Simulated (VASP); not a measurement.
Ba: single point with r2SCAN

The system is Ba.

```
CELL_PARAMETERS angstrom
-2.53798 2.53798 2.53458
2.53798 -2.53798 2.53458
2.53798 2.53798 -2.53458
ATOMIC_POSITIONS crystal
Ba 0.00000 0.00000 0.00000
```

```json
{
 "Program": "VASP 6.6.1",
 "Task": "single point",
 "Functional": "r2SCAN",
 "Potentials or basis": "VASP PAW PBE potentials, release 64 (Ba_sv)",
 "Cutoff": "520 eV",
 "k mesh": "12 × 12 × 12",
 "Occupations": "gaussian, width 0.1 eV",
 "Spin": "no spin polarisation"
}
```

* Pressure: 0.0 GPa
* Band gap on the k mesh: zero (bands 5 and 6 overlap by 1.10 eV)

Levels at points of the mesh, in eV from the Fermi level:
```tsv
k point	band 3	band 4	band 5	band 6	band 7	band 8
(0.00, 0.00, 0.00)	-14.52	-14.52	-2.86	2.10	2.11	2.11
(0.50, 0.00, 0.00)	-14.65	-14.52	-0.84	0.89	1.11	3.45
(0.50, 0.50, 0.00)	-14.65	-14.52	-0.85	0.90	1.10	3.44
(0.50, 0.50, 0.50)	-14.81	-14.81	-0.56	-0.56	4.52	4.52
```

Wall time 5.6 min on 1 thread of Intel(R) Xeon(R) Platinum 8488C (Sapphire Rapids), with other jobs on the host, peak memory 0.29 GiB.

Caveat: the PAW data sets were made with another functional, which shifts forces and pressure a little; spin-orbit coupling is left out, which moves the levels of the heavy elements.
